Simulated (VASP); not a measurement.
# Mo in VASP: single point with PBE

Aim: the single point of Mo with PBE.

All numbers are computed with VASP 6.6.1; they aren't measurements. Logs are shortened: lines on timing, memory, paths and dates and some standing lists are left out, and cuts for length are marked.

## 1. The cell of the first run

The cell holds a wire or tube with vacuum around it, 2 atoms: a = 11.200 Å, b = 9.300 Å, c = 2.611 Å, α = 90.00°, β = 90.00°, γ = 90.00°.

## 2. Single point, PBE, collinear spin

The input, INCAR:

```
PREC = Accurate
ENCUT = 520
EDIFF = 1E-6
ISMEAR = 0
SIGMA = 0.05
LREAL = F
LASPH = T
NELM = 150
ALGO = Normal
ISIF = 2
LWAVE = F
LCHARG = F
ISPIN = 2
MAGMOM = 1.5 1.5
LORBIT = 11
LMAXMIX = 4
GGA = PE
NBANDS = 25
```

The input, KPOINTS:

```
Automatic mesh
0
Gamma
  1 1 25
```

The input, POSCAR:

```
Mo
1.0
   11.2000000000      0.0000000000      0.0000000000
    0.0000000000      9.3000000000      0.0000000000
    0.0000000000      0.0000000000      2.6111194715
Mo
2
Direct
    0.4010273111      0.5000000000      0.0000000000
    0.5989726889      0.5000000000      0.5000000000
```

Potentials or basis: VASP PAW PBE potentials, release 64 (Mo_sv).

On the command line:

```console
$ cat potpaw_PBE.64/Mo_sv/POTCAR > POTCAR
$ mpirun -np 1 vasp_std > vasp.out
```

OUTCAR:

```text
PREC = Accurate
   ENCUT = 520
   EDIFF = 1E-6
   ISMEAR = 0
   LREAL = F
   LASPH = T
   NELM = 150
   ISIF = 2
   ISPIN = 2
   LORBIT = 11
   GGA = PE

 ion  position               nearest neighbor table
   1  0.401  0.500  0.000-   2 2.57   2 2.57
   2  0.599  0.500  0.500-   1 2.57   1 2.57

  LATTYP: Found a simple orthorhombic cell.
 ALAT       =     2.6111194715
 B/A-ratio  =     3.5616907237
 C/A-ratio  =     4.2893479683

  Lattice vectors:

 A1 = (   0.0000000000,   0.0000000000,  -2.6111194715)
 A2 = (   0.0000000000,   9.3000000000,   0.0000000000)
 A3 = (  11.2000000000,   0.0000000000,   0.0000000000)

Analysis of symmetry for initial positions (statically):
=====================================================================
 Subroutine PRICEL returns:
 Original cell was already a primitive cell.

 Routine SETGRP: Setting up the symmetry group for a
 simple orthorhombic supercell.

 Subroutine GETGRP returns: Found  8 space group operations
 (whereof  4 operations were pure point group operations)
 out of a pool of  8 trial point group operations.

The static configuration has the point symmetry C_2v.
 The point group associated with its full space group is D_2h.

Analysis of symmetry for dynamics (positions and initial velocities):
=====================================================================
 Subroutine PRICEL returns:
 Original cell was already a primitive cell.

 Routine SETGRP: Setting up the symmetry group for a
 simple orthorhombic supercell.

 Subroutine GETGRP returns: Found  8 space group operations
 (whereof  4 operations were pure point group operations)
 out of a pool of  8 trial point group operations.

The dynamic configuration has the point symmetry C_2v.
 The point group associated with its full space group is D_2h.

Analysis of structural, dynamic, and magnetic symmetry:
=====================================================================
 Subroutine PRICEL returns:
 Original cell was already a primitive cell.

 Routine SETGRP: Setting up the symmetry group for a
 simple orthorhombic supercell.

 Subroutine GETGRP returns: Found  8 space group operations
 (whereof  4 operations were pure point group operations)
 out of a pool of  8 trial point group operations.

The overall configuration has the point symmetry C_2v.
 The point group associated with its full space group is D_2h.

 Subroutine INISYM returns: Found  8 space group operations
 (whereof  4 operations are pure point group operations),
 and found     1 'primitive' translations

----------------------------------------------------------------------------------------

                                     Primitive cell

  volume of cell :     271.9742

  direct lattice vectors                    reciprocal lattice vectors
    11.200000000  0.000000000  0.000000000     0.089285714  0.000000000  0.000000000
     0.000000000  9.300000000  0.000000000     0.000000000  0.107526882  0.000000000
     0.000000000  0.000000000  2.611119471     0.000000000  0.000000000  0.382977497

  length of vectors
    11.200000000  9.300000000  2.611119471     0.089285714  0.107526882  0.382977497

  position of ions in fractional coordinates (direct lattice)
     0.401027311  0.500000000  0.000000000
     0.598972689  0.500000000  0.500000000

  ion indices of the primitive-cell ions
   primitive index   ion index
                 1           1
                 2           2

----------------------------------------------------------------------------------------

 KPOINTS: Automatic mesh

Automatic generation of k-mesh.
 Grid dimensions read from file:
 generate k-points for:    1    1   25

 Generating k-lattice:

  Cartesian coordinates                     Fractional coordinates (reciprocal lattice)
     0.089285714  0.000000000  0.000000000     1.000000000  0.000000000  0.000000000
     0.000000000  0.107526882  0.000000000     0.000000000  1.000000000  0.000000000
     0.000000000  0.000000000  0.015319100     0.000000000  0.000000000  0.040000000

  Length of vectors
     0.089285714  0.107526882  0.015319100

  Shift w.r.t. Gamma in fractional coordinates (k-lattice)
     0.000000000  0.000000000  0.000000000

 Subroutine IBZKPT returns following result:
 ===========================================

 Found     13 irreducible k-points:

 Following reciprocal coordinates:
            Coordinates               Weight
  0.000000  0.000000  0.000000      1.000000
  0.000000  0.000000  0.040000      2.000000
  0.000000  0.000000  0.080000      2.000000
  0.000000  0.000000  0.120000      2.000000
  0.000000  0.000000  0.160000      2.000000
  0.000000  0.000000  0.200000      2.000000
  0.000000  0.000000  0.240000      2.000000
  0.000000  0.000000  0.280000      2.000000
  0.000000  0.000000  0.320000      2.000000
  0.000000  0.000000  0.360000      2.000000
  0.000000  0.000000  0.400000      2.000000
  0.000000  0.000000  0.440000      2.000000
  0.000000  0.000000  0.480000      2.000000
   k-points           NKPTS =     13   k-points in BZ     NKDIM =     13   number of bands    NBANDS=     25
   number of dos      NEDOS =    301   number of ions     NIONS =      2
   total plane-waves  NPLWV = 117600
   dimension x,y,z NGX =    84 NGY =   70 NGZ =   20
   dimension x,y,z NGXF=   168 NGYF=  140 NGZF=   40
   ions per type =               2
   NGX,Y,Z   is equivalent  to a cutoff of  12.47, 12.51, 12.73 a.u.
   NGXF,Y,Z  is equivalent  to a cutoff of  24.94, 25.03, 25.47 a.u.
 SYSTEM =  unknown system
   PREC   = accura    normal or accurate (medium, high low for compatibility)
   ISTART =      0    job   : 0-new  1-cont  2-samecut
   ICHARG =      2    charge: 1-file 2-atom 10-const
   ISPIN  =      2    spin polarized calculation?
   LNONCOLLINEAR =      F non collinear calculations
   LSORBIT =      F    spin-orbit coupling
   LASPH  =      T    aspherical Exc in radial PAW
   ENCUT  =  520.0 eV  38.22 Ry    6.18 a.u.  20.82 17.29  4.85*2*pi/ulx,y,z
   NELM   =    150;   NELMIN=  2; NELMDL= -5     # of ELM steps
   EDIFF  = 0.1E-05   stopping-criterion for ELM
   LREAL  =      F    real-space projection
   EDIFFG = 0.1E-04   stopping-criterion for IOM
   NSW    =      0    number of steps for IOM
   IBRION =     -1    ionic relax: 0-MD 1-quasi-New 2-CG
   NFREE  =      0    steps in history (QN), initial steepest desc. (CG)
   ISIF   =      2    stress and relaxation
   ISYM   =      2    0-nonsym 1-usesym 2-fastsym
   POTIM  = 0.5000    time-step for ionic-motion
   TEBEG  =    0.0;   TEEND  =   0.0 temperature during run
   PSTRESS=    0.0 pullay stress
   NELECT =      28.0000    total number of electrons
   NUPDOWN=      -1.0000    fix difference up-down
   EMIN   =  10.00;   EMAX   =-10.00  energy-range for DOS
   EFERMI =   0.00;   METHOD = LEGACY
   ISMEAR =     0;   SIGMA  =   0.05  broadening in eV -4-tet -1-fermi 0-gaus
   EFERMI_NEDOS =   21; number of points for ismear=-14 and -15
   IALGO  =     38    algorithm
   IMIX   =      4    mixing-type and parameters
     AMIX     =   0.40;   BMIX     =  1.00
     AMIX_MAG =   1.60;   BMIX_MAG =  1.00
  volume/ion in A,a.u.               =     135.99       917.69
  Fermi-wavevector in a.u.,A,eV,Ry     =   0.767276  1.449941  8.009919  0.588712
  Thomas-Fermi vector in A             =   1.867797
   LORBIT       =     11    0 simple, 1 ext, 2 COOP (PROOUT), +10 PAW based schemes
   GGA     = PE    functional components
   LHFCALC =     F    Hartree Fock is set to
   AEXX    =    0.0000 exact exchange contribution
   IVDW    =     0    specifies the selected vdW correction
   LEPSILON=     F    determine dielectric tensor
   LRPA    =     F    only Hartree local field effects (RPA)
 spin polarized calculation
 Gauss-broadening in eV      SIGMA  =   0.05
  energy-cutoff  :      520.00
  volume of cell :      271.97
 maximum number of plane-waves:      7354
 NGX is ok and might be reduce to    84
   NGX = 41   NGY = 35   NGZ =  9

 number of electron      28.0000000 magnetization       1.5099683

 Free energy of the ion-electron system (eV)
  ---------------------------------------------------
  ext. energy  EPLUGINS =         0.00000000
  ---------------------------------------------------
  free energy    TOTEN  =       -14.83846346 eV

  energy without entropy =      -14.83361967  energy(sigma->0) =      -14.83604156

 E-fermi :  -2.0826     XC(G=0):  -3.2526

 val. band max:       -2.0867297268   @ k =   0.0000   0.0000   0.0000
 cond. band min:      -2.0733526912   @ k =   0.0000   0.0000   0.2000
 fundamental gap:      0.0133770356
 Fermi energy:        -2.0825557493

 spin component 1

 k-point     1 :       0.0000    0.0000    0.0000
  band No.  band energies     occupation
      1     -63.2898      1.00000
      2     -63.0792      1.00000
      3     -37.8403      1.00000
      4     -37.5551      1.00000
      5     -37.3769      1.00000
      6     -36.7692      1.00000
[... 17 lines left out ...]
     24       2.0676      0.00000
     25       2.6184      0.00000
[... 312 lines left out ...]
      2     -62.9976      1.00000
      3     -37.9183      1.00000
      4     -37.9173      1.00000
      5     -37.3143      1.00000
      6     -37.3029      1.00000
[... 17 lines left out ...]
     24       5.6460      0.00000
     25       6.5708      0.00000
 Fermi energy:        -2.0825557493

 spin component 2

 k-point     1 :       0.0000    0.0000    0.0000
  band No.  band energies     occupation
      1     -62.9637      1.00000
      2     -62.7511      1.00000
      3     -37.5201      1.00000
      4     -37.0348      1.00000
      5     -36.8534      1.00000
      6     -36.4312      1.00000
[... 17 lines left out ...]
     24       2.5375      0.00000
     25       2.7883      0.00000
[... 313 lines left out ...]
      3     -37.6706      1.00000
      4     -37.6681      1.00000
      5     -36.7909      1.00000
      6     -36.7793      1.00000
[... 17 lines left out ...]
     24       5.9643      0.00000
     25       6.7824      0.00000

------------------------ aborting loop because EDIFF is reached ----------------------------------------

  FORCE on cell =-STRESS in cart. coord.  units (eV):
  Direction    XX          YY          ZZ          XY          YZ          ZX
  --------------------------------------------------------------------------------------
  -------------------------------------------------------------------------------------
  Total       -2.4757124     -0.0659619     -7.8176910      0.0000000      0.0000000      0.0000000
  in kB      -14.5842152     -0.3885763    -46.0533653      0.0000000      0.0000000      0.0000000
  external PRESSURE =     -20.3420522 kB  Pullay stress =       0.0000000 kB

 VOLUME and BASIS-vectors are now :
 -----------------------------------------------------------------------------
  energy-cutoff  :      520.00
  volume of cell :      271.97
      direct lattice vectors                 reciprocal lattice vectors
    11.200000000  0.000000000  0.000000000     0.089285714  0.000000000  0.000000000
     0.000000000  9.300000000  0.000000000     0.000000000  0.107526882  0.000000000
     0.000000000  0.000000000  2.611119471     0.000000000  0.000000000  0.382977497

 POSITION                                       TOTAL-FORCE (eV/Angst)
 -----------------------------------------------------------------------------------
      4.49151      4.65000      0.00000         1.126392      0.000000      0.000000
      6.70849      4.65000      1.30556        -1.126392      0.000000      0.000000
 -----------------------------------------------------------------------------------
    total drift:                                0.000000      0.000000     -0.000000

  FREE ENERGIE OF THE ION-ELECTRON SYSTEM (eV)
  ---------------------------------------------------
  free  energy   TOTEN  =       -14.8384634587 eV

  energy  without entropy=      -14.8336196672  energy(sigma->0) =      -14.83604156

 total charge

# of ion       s       p       d       tot
------------------------------------------
    1        2.374   6.041   4.024  12.438
    2        2.374   6.041   4.024  12.438
--------------------------------------------------
tot          4.747  12.081   8.047  24.876

 magnetization (x)

# of ion       s       p       d       tot
------------------------------------------
    1        0.028   0.010   0.477   0.515
    2        0.028   0.010   0.477   0.515
--------------------------------------------------
tot          0.056   0.021   0.954   1.031
```

Run time: 2.2 min. Hardware: 1 thread of Intel Xeon 6975P-C (Granite Rapids), shared host; peak memory 0.43 GiB.

What came out:

* Free energy: -14.8385 eV
* Largest force: 1.126 eV/Å
* Net moment: 1.51 μB per cell
* Site moments: Mo +0.52 μB
* Valence electrons inside the program's atomic spheres: Mo 12.44

Forces in eV/Å, atoms in the order of the input:
```
Mo   1.126  0.000  0.000
Mo  -1.126  0.000  0.000
```
